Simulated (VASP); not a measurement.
A run of VASP 6.6.1 is set up as follows.

The input POSCAR:

```
GeSb2Te4
1.0
   -3.8957988871      3.8957988871      3.7340756260
    3.8957988871     -3.8957988871      3.7340756260
    3.8957988871      3.8957988871     -3.7340756260
Ge Sb Te
1 2 4
Direct
    0.0000000000      0.0000000000      0.0000000000
    0.0000000000      0.5000000000      0.5000000000
    0.5000000000      0.0000000000      0.5000000000
    0.0436745082      0.9563254918      0.5000000000
    0.5436745082      0.0436745082      0.0873490164
    0.9563254918      0.4563254918      0.9126509836
    0.4563254918      0.5436745082      0.5000000000
```

File INCAR.step1:

```
PREC = Accurate ; ENCUT = 520
ISMEAR = -1 ; SIGMA = 0.03
LREAL = False ; LASPH = True
NELM = 60 ; NBANDS = 33
GGA = PE ; ALGO = Normal
EDIFF = 1E-4 ; LWAVE = True
LCHARG = False
```

The input INCAR.step2:

```
PREC = Accurate ; ENCUT = 520
EDIFF = 1E-6 ; ISMEAR = -1
SIGMA = 0.03 ; LREAL = False
LASPH = True ; NELM = 60
ALGO = Normal ; ISIF = 2
LWAVE = False ; LCHARG = False
METAGGA = R2SCAN ; LMIXTAU = True
LUSE_VDW = True ; IVDW_NL = 2
BPARAM = 11.95 ; CPARAM = 0.0093
NBANDS = 33 ; ISTART = 1
```

KPOINTS

```
regular mesh
0
Gamma
  4 4 4
```

Potentials or basis: VASP PAW PBE potentials, release 64 (Ge_d, Sb, Te).

Launch:

```sh
$ cat potpaw_PBE.64/Ge_d/POTCAR potpaw_PBE.64/Sb/POTCAR potpaw_PBE.64/Te/POTCAR > POTCAR
$ cp INCAR.step1 INCAR
$ mpirun -np 1 vasp_std > vasp.out
$ cp INCAR.step2 INCAR
$ mpirun -np 1 vasp_std > vasp.out
```

Task: Predict the largest force.

Result: 0.026 eV/Å.

Task: What does it give for the pressure?

Result: 0.2 GPa.

Task: Predict the band gap on the k mesh.

Result: Zero (band 24 reaches 6.54 eV, above the bottom of band 25 at 5.54 eV).

Forces in eV/Å, atoms in the order of the input:
```
Ge   0.000  0.000  0.000
Sb   0.000  0.000  0.000
Sb   0.000  0.000  0.000
Te   0.018 -0.018  0.000
Te  -0.018 -0.018  0.000
Te   0.018  0.018  0.000
Te  -0.018  0.018  0.000
```

Caveat: the PAW data sets were made with another functional, which shifts forces and pressure a little; spin-orbit coupling is left out, which moves the levels of the heavy elements.
